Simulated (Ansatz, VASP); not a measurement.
One calculation of ScRu3, two programs

```xyz
4
Lattice="3.9384 0.0000 0.0000 0.0000 3.9384 0.0000 0.0000 0.0000 3.9384" Properties=species:S:1:pos:R:3 pbc="T T T"
Ru    1.9692    1.9692    0.0000
Ru    1.9692    0.0000    1.9692
Ru    0.0000    1.9692    1.9692
Sc    0.0000    0.0000    0.0000
```

Alike in both runs: task relaxation of cell and atoms; functional PBEsol; dispersion D3(BJ); k mesh 7 × 7 × 7; occupations fermi-dirac, width 0.05 eV; no spin polarisation.

```csv
,VASP,Ansatz
version,VASP 6.6.1,Ansatz 0.2.0
potentials or method,"VASP PAW PBE potentials, release 64 (Ru_pv, Sc_sv)",Ansatz PAW
plane-wave cutoff (eV),600,420
valence electrons in the cell,53,59
```

VASP gave:

| Quantity | Value |
| --- | --- |
| gap on the k mesh at the Fermi level, each at its own relaxed structure (eV) | none |
| relaxed volume (Å³/atom) | 14.19 |
| relaxed cell length with the largest relative difference (Å) | 3.843 |

Problem. What did Ansatz give for the same quantities?

Solution. gap on the k mesh at the Fermi level, each at its own relaxed structure (eV): none; relaxed volume (Å³/atom): 14.17; relaxed cell length with the largest relative difference (Å): 3.841.

VASP's potentials were made for PBE, not for PBEsol. A gap of «none» marks a metal or a gap that the smearing closes. VASP's potentials hold 53 valence electrons a cell and Ansatz's 59, so a difference there can come from the potentials and not from the codes.

Noted on Ansatz's run: the plane-wave basis is chosen anew once the cell has moved, so the energies of steps on either side of that aren't comparable.
